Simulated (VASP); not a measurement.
**Li3Ta2O: relaxation of cell and atoms with PBE**

Li3Ta2O:

```
Li Ta O
1.0
     4.12527    0.00000    0.00000
     0.00000    4.12527    0.00000
     0.00000    0.00000    6.14702
Li Ta O
3 2 1
Direct
  0.00000 0.00000 0.31288
  0.00000 0.00000 0.68712
  0.50000 0.50000 0.50000
  0.50000 0.00000 0.00000
  0.00000 0.50000 0.00000
  0.50000 0.50000 0.00000
```

The cell was built from a structure type or drawn by symmetry, and may not be a known phase.

- Program: VASP 6.6.1
- Task: relaxation of cell and atoms
- Functional: PBE
- Potentials or basis: VASP PAW PBE potentials, release 64 (Li_sv, Ta_pv, O)
- Cutoff: 600 eV
- k mesh: 10 × 10 × 6
- Occupations: gaussian, width 0.1 eV
- Spin: no spin polarisation
- Dipole correction: no
- Further INCAR settings: ALGO = Normal; EDIFF = 1e-06; IBRION = 2; EDIFFG = -0.01; NSW = 100; ISIF = 3

* Relaxed volume: 17.53 Å³/atom
* Relaxed cell: a = 4.120 Å, b = 4.120 Å, c = 6.195 Å, α = 90.00°, β = 90.00°, γ = 90.00°
* Space group after relaxing (to 0.1 Å): P4/mmm (No. 123)
* Energy gained by relaxing: 0.2 meV/atom
* Ionic steps: 8
* Pressure after relaxing: -0.1 GPa
* Largest force after relaxing: 0.008 eV/Å
* Band gap on the k mesh: zero (an odd number of electrons rules out a gap without spin polarisation)

Forces in eV/Å, atoms in the order of the input:
```
Li   0.000  0.000  0.008
Li   0.000  0.000 -0.008
Li   0.000  0.000  0.000
Ta   0.000  0.000  0.000
Ta   0.000  0.000  0.000
O    0.000  0.000  0.000
```

Stress tensor (GPa, compression positive):
```
-0.09  0.00  0.00
 0.00 -0.09  0.00
 0.00  0.00  0.01
```

Step by step:
```csv
step,energy change (eV),largest force (eV/Å),pressure (GPa),volume (Å³)
1,0.0000,0.0397,-0.20,104.61
2,-0.0003,0.0146,0.23,104.28
3,-0.0004,0.0221,0.11,104.38
4,-0.0005,0.0148,0.08,104.48
5,-0.0008,0.0032,0.06,104.77
6,-0.0007,0.0389,0.00,105.33
7,-0.0009,0.0189,0.04,105.01
8,-0.0009,0.0077,-0.05,105.16
```

Final structure:
```xyz
6
Lattice="4.1202 0.0000 0.0000 0.0000 4.1202 0.0000 0.0000 0.0000 6.1946" Properties=species:S:1:pos:R:3 pbc="T T T"
Li    4.1202    0.0000    1.9294
Li    0.0000    0.0000    4.2652
Li    2.0601    2.0601    3.0973
Ta    2.0601    4.1202    0.0000
Ta    4.1202    2.0601    0.0000
O     2.0601    2.0601    0.0000
```

Levels at points of the mesh, in eV from the Fermi level:
```
           k point  band 14  band 15  band 16  band 17  band 18  band 19  band 20  band 21  band 22
(0.00, 0.00, 0.00)    -5.12    -2.66    -2.65    -1.08    -1.08     0.50     1.04     1.66     2.52
(0.50, 0.00, 0.00)    -3.06    -2.34    -1.02    -0.99    -0.37     0.39     0.43     1.28     1.35
(0.50, 0.50, 0.00)    -2.04    -2.04    -2.02    -0.21    -0.21     0.05     1.85     2.30     2.55
(0.00, 0.00, 0.50)    -4.98    -2.65    -2.00    -1.50    -1.22    -1.22     1.30     2.49     2.49
(0.50, 0.00, 0.50)    -2.87    -1.66    -1.51    -0.44    -0.35     0.16     0.31     0.31     0.68
(0.50, 0.50, 0.50)    -2.07    -1.53    -1.53    -0.09    -0.09     0.13     0.26     0.26     1.65
```

It took 9.1 min on 1 thread of Intel(R) Xeon(R) 6975P-C (Granite Rapids) (shared host), peak memory 0.42 GiB.

Caveat: the cutoff is under 1.25 times the usual one of these potentials, so pressure, stress and relaxed cells hold a basis-set (Pulay) error; spin-orbit coupling is left out, which moves the levels of the heavy elements; an odd number of electrons without spin polarisation forces a metal; a magnetic or distorted state may lie lower.
